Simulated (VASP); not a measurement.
# Nb (P6/mmm) in VASP: a series of runs

Nb is run at these levels: PBE; tasks: relaxation of shape and atoms at fixed volume.

All numbers are computed with VASP 6.6.1; they aren't measurements. Logs are shortened: lines on timing, memory, paths and dates and some standing lists are left out, and cuts for length are marked.

### Step 1. The cell of the first run

Symmetry: P6/mmm, No. 191, hexagonal system. Conventional cell: a = 2.347 Å, b = 2.347 Å, c = 2.233 Å, α = 90.00°, β = 90.00°, γ = 120.00°. Within 3.0 Å of Nb (site symmetry 6/mmm) lie 8 Nb at 2.23 to 2.35 Å.

This isn't the form of Nb at room conditions, which is bcc.

### Step 2. Relaxation of shape and atoms at fixed volume, PBE

INCAR

```
PREC = Accurate
ENCUT = 600
EDIFF = 1E-7
ISMEAR = -1
SIGMA = 0.05
LREAL = F
LASPH = T
NELM = 100
ALGO = Normal
ISIF = 4
LWAVE = F
LCHARG = F
GGA = PE
IBRION = 2
NSW = 50
EDIFFG = -0.005
```

KPOINTS

```
regular mesh
0
Gamma
  15 15 14
```

POSCAR

```
Nb
1.0
    2.3467502991      0.0000000000      0.0000000000
   -1.1733751495      2.0323453753      0.0000000000
    0.0000000000      0.0000000000      2.2327856418
Nb
1
Direct
    0.0000000000      0.0000000000      0.0000000000
```

Potentials or basis: VASP PAW PBE potentials, release 64 (Nb_sv).

The run is started by

```
$ cat potpaw_PBE.64/Nb_sv/POTCAR > POTCAR
$ mpirun -np 1 vasp_std > vasp.out
```

OUTCAR:

```text
PREC = Accurate
   ENCUT = 600
   EDIFF = 1E-7
   ISMEAR = -1
   LREAL = F
   LASPH = T
   NELM = 100
   ISIF = 4
   GGA = PE
   IBRION = 2
   NSW = 50
   EDIFFG = -0.005

 ion  position               nearest neighbor table
   1  0.000  0.000  0.000-

  LATTYP: Found a hexagonal cell.
 ALAT       =     2.3467502991
 C/A-ratio  =     0.9514372461

  Lattice vectors:

 A1 = (   2.3467502991,   0.0000000000,   0.0000000000)
 A2 = (  -1.1733751495,   2.0323453753,   0.0000000000)
 A3 = (   0.0000000000,   0.0000000000,   2.2327856418)

Analysis of symmetry for initial positions (statically):
=====================================================================
 Subroutine PRICEL returns:
 Original cell was already a primitive cell.

 Routine SETGRP: Setting up the symmetry group for a
 hexagonal supercell.

 Subroutine GETGRP returns: Found 24 space group operations
 (whereof 24 operations were pure point group operations)
 out of a pool of 24 trial point group operations.

The static configuration has the point symmetry D_6h.

Analysis of symmetry for dynamics (positions and initial velocities):
=====================================================================
 Subroutine PRICEL returns:
 Original cell was already a primitive cell.

 Routine SETGRP: Setting up the symmetry group for a
 hexagonal supercell.

 Subroutine GETGRP returns: Found 24 space group operations
 (whereof 24 operations were pure point group operations)
 out of a pool of 24 trial point group operations.

The dynamic configuration has the point symmetry D_6h.

 Subroutine INISYM returns: Found 24 space group operations
 (whereof 24 operations are pure point group operations),
 and found     1 'primitive' translations

----------------------------------------------------------------------------------------

                                     Primitive cell

  volume of cell :      10.6491

  direct lattice vectors                    reciprocal lattice vectors
     2.346750299  0.000000000  0.000000000     0.426121177  0.246021176  0.000000000
    -1.173375149  2.032345375  0.000000000     0.000000000  0.492042353  0.000000000
     0.000000000  0.000000000  2.232785642     0.000000000  0.000000000  0.447871028

  length of vectors
     2.346750299  2.346750299  2.232785642     0.492042353  0.492042353  0.447871028

  position of ions in fractional coordinates (direct lattice)
     0.000000000  0.000000000  0.000000000

  ion indices of the primitive-cell ions
   primitive index   ion index
                 1           1

----------------------------------------------------------------------------------------

 KPOINTS: regular mesh

Automatic generation of k-mesh.
 Grid dimensions read from file:
 generate k-points for:   15   15   14

 Generating k-lattice:

  Cartesian coordinates                     Fractional coordinates (reciprocal lattice)
     0.028408078  0.016401412  0.000000000     0.066666667  0.000000000  0.000000000
     0.000000000  0.032802824  0.000000000     0.000000000  0.066666667  0.000000000
     0.000000000  0.000000000  0.031990788     0.000000000  0.000000000  0.071428571

  Length of vectors
     0.032802824  0.032802824  0.031990788

  Shift w.r.t. Gamma in fractional coordinates (k-lattice)
     0.000000000  0.000000000  0.000000000

 Subroutine IBZKPT returns following result:
 ===========================================

 Found    216 irreducible k-points:

 Following reciprocal coordinates:
            Coordinates               Weight
  0.000000  0.000000  0.000000      1.000000
  0.066667 -0.000000  0.000000      6.000000
  0.133333  0.000000  0.000000      6.000000
  0.200000 -0.000000  0.000000      6.000000
  0.266667  0.000000  0.000000      6.000000
  0.333333  0.000000  0.000000      6.000000
[... 16 lines left out ...]
  0.333333  0.200000  0.000000     12.000000
  0.400000  0.200000  0.000000      6.000000
 [... further k-points ...]
   k-points           NKPTS =    216   k-points in BZ     NKDIM =    216   number of bands    NBANDS=     10
   number of dos      NEDOS =    301   number of ions     NIONS =      1
   total plane-waves  NPLWV =   7200
   dimension x,y,z NGX =    20 NGY =   20 NGZ =   18
   dimension x,y,z NGXF=    40 NGYF=   40 NGZF=   36
   ions per type =               1
   NGX,Y,Z   is equivalent  to a cutoff of  14.17, 14.17, 13.40 a.u.
   NGXF,Y,Z  is equivalent  to a cutoff of  28.34, 28.34, 26.80 a.u.
 SYSTEM =  unknown system
   PREC   = accura    normal or accurate (medium, high low for compatibility)
   ISTART =      0    job   : 0-new  1-cont  2-samecut
   ICHARG =      2    charge: 1-file 2-atom 10-const
   ISPIN  =      1    spin polarized calculation?
   LNONCOLLINEAR =      F non collinear calculations
   LSORBIT =      F    spin-orbit coupling
   LASPH  =      T    aspherical Exc in radial PAW
   ENCUT  =  600.0 eV  44.10 Ry    6.64 a.u.   4.69  4.69  4.46*2*pi/ulx,y,z
   NELM   =    100;   NELMIN=  2; NELMDL= -5     # of ELM steps
   EDIFF  = 0.1E-06   stopping-criterion for ELM
   LREAL  =      F    real-space projection
   EDIFFG = -.5E-02   stopping-criterion for IOM
   NSW    =     50    number of steps for IOM
   IBRION =      2    ionic relax: 0-MD 1-quasi-New 2-CG
   NFREE  =      1    steps in history (QN), initial steepest desc. (CG)
   ISIF   =      4    stress and relaxation
   ISYM   =      2    0-nonsym 1-usesym 2-fastsym
   POTIM  = 0.5000    time-step for ionic-motion
   TEBEG  =    0.0;   TEEND  =   0.0 temperature during run
   PSTRESS=    0.0 pullay stress
   NELECT =      13.0000    total number of electrons
   NUPDOWN=      -1.0000    fix difference up-down
   EMIN   =  10.00;   EMAX   =-10.00  energy-range for DOS
   EFERMI =   0.00;   METHOD = LEGACY
   ISMEAR =    -1;   SIGMA  =   0.05  broadening in eV -4-tet -1-fermi 0-gaus
   EFERMI_NEDOS =   21; number of points for ismear=-14 and -15
   IALGO  =     38    algorithm
   IMIX   =      4    mixing-type and parameters
     AMIX     =   0.40;   BMIX     =  1.00
     AMIX_MAG =   1.60;   BMIX_MAG =  1.00
  volume/ion in A,a.u.               =      10.65        71.86
  Fermi-wavevector in a.u.,A,eV,Ry     =   1.749654  3.306366 41.651361  3.061289
  Thomas-Fermi vector in A             =   2.820525
   LORBIT       =      0    0 simple, 1 ext, 2 COOP (PROOUT), +10 PAW based schemes
   GGA     = PE    functional components
   LHFCALC =     F    Hartree Fock is set to
   AEXX    =    0.0000 exact exchange contribution
   IVDW    =     0    specifies the selected vdW correction
   LEPSILON=     F    determine dielectric tensor
   LRPA    =     F    only Hartree local field effects (RPA)
 conjugate gradient relaxation of ions
 non-spin polarized calculation
  energy-cutoff  :      600.00
  volume of cell :       10.65
 maximum number of plane-waves:       381
 NGX is ok and might be reduce to    20
   NGX =  9   NGY =  9   NGZ =  9

--------------------------------------- Ionic step        1  -------------------------------------------

 number of electron      13.0000001 magnetization

 Free energy of the ion-electron system (eV)
  ---------------------------------------------------
  ext. energy  EPLUGINS =         0.00000000
  ---------------------------------------------------
  free energy    TOTEN  =        -5.09706189 eV

  energy without entropy =       -5.09202381  energy(sigma->0) =       -5.09454285

------------------------ aborting loop because EDIFF is reached ----------------------------------------

  FORCE on cell =-STRESS in cart. coord.  units (eV):
  Direction    XX          YY          ZZ          XY          YZ          ZX
  --------------------------------------------------------------------------------------
  -------------------------------------------------------------------------------------
  Total       18.0283292     18.0283292     17.5565694      0.0000000      0.0000000      0.0000000
  in kB     2712.4056245   2712.4056243   2641.4282187      0.0000001      0.0000000      0.0000000
  external PRESSURE =    2688.7464892 kB  Pullay stress =       0.0000000 kB
[... 90 lines left out ...]
  energy  without entropy=       -5.0929744163  energy(sigma->0) =       -5.09532442

--------------------------------------- Ionic step        4  -------------------------------------------

 number of electron      13.0000001 magnetization

 Free energy of the ion-electron system (eV)
  ---------------------------------------------------
  ext. energy  EPLUGINS =         0.00000000
  ---------------------------------------------------
  free energy    TOTEN  =        -5.09767636 eV

  energy without entropy =       -5.09299478  energy(sigma->0) =       -5.09533557

 E-fermi :  20.9715     XC(G=0): -15.4266

 val. band max:       20.9689761110   @ k =   0.0667  -0.0000   0.2143
 cond. band min:      20.9854569387   @ k =   0.4667  -0.0000   0.5000
 fundamental gap:      0.0164808277
 Fermi energy:        20.9714509913

 k-point     1 :       0.0000    0.0000    0.0000
  band No.  band energies     occupation
      1     -35.4053      2.00000
      2      -7.5907      2.00000
      3      -7.4573      2.00000
      4      -7.4573      2.00000
      5      14.3772      2.00000
      6      14.9389      2.00000
      7      20.0594      2.00000
      8      20.0594      2.00000
      9      30.8661      0.00000
     10      30.8661      0.00000
[... 287 lines left out ...]
 k-point    24 :       0.4000    0.2000    0.0000
  band No.  band energies     occupation
      1     -33.6195      2.00000
      2     -13.2219      2.00000
      3     -10.6277      2.00000
      4      -6.6164      2.00000
      5      16.6705      2.00000
      6      18.3603      2.00000
      7      23.1901      0.00000
      8      23.8228      0.00000
      9      26.8920      0.00000
     10      31.5810      0.00000

 [... further k-points ...]

------------------------ aborting loop because EDIFF is reached ----------------------------------------

  FORCE on cell =-STRESS in cart. coord.  units (eV):
  Direction    XX          YY          ZZ          XY          YZ          ZX
  --------------------------------------------------------------------------------------
  -------------------------------------------------------------------------------------
  Total       17.8695618     17.8695618     17.8721181      0.0000000      0.0000000     -0.0000000
  in kB     2688.5186867   2688.5186865   2688.9032848      0.0000001      0.0000000     -0.0000000
  external PRESSURE =    2688.6468860 kB  Pullay stress =       0.0000000 kB
[... 16 lines left out ...]
  FREE ENERGIE OF THE ION-ELECTRON SYSTEM (eV)
  ---------------------------------------------------
  free  energy   TOTEN  =        -5.0976763609 eV

  energy  without entropy=       -5.0929947834  energy(sigma->0) =       -5.09533557

 reached required accuracy - stopping structural energy minimisation
```

Wall time 79 s (1 thread of Intel Xeon 8259CL, shared host); peak memory 0.15 GiB.

Results:

```
Free energy               : -5.0977 eV
Energy gained by relaxing : 0.6 meV/atom
Ionic steps               : 4
Pressure after relaxing   : 268.9 GPa
Band gap on the k mesh    : zero (an odd number of electrons rules out a gap without spin polarisation)
```

Step by step:
```tsv
step	energy change (eV)	largest force (eV/Å)	pressure (GPa)	volume (Å³)
1	0.0000	0.0000	268.87	10.65
2	0.0143	0.0000	269.81	10.65
3	-0.0006	0.0000	268.86	10.65
4	-0.0006	0.0000	268.86	10.65
```

Final structure:
```
Nb
1.0
     2.34980    0.00000    0.00000
    -1.17490    2.03498    0.00000
     0.00000    0.00000    2.22700
Nb
1
Direct
  0.00000 0.00000 0.00000
```

(Part 1 of 2 ends here.)
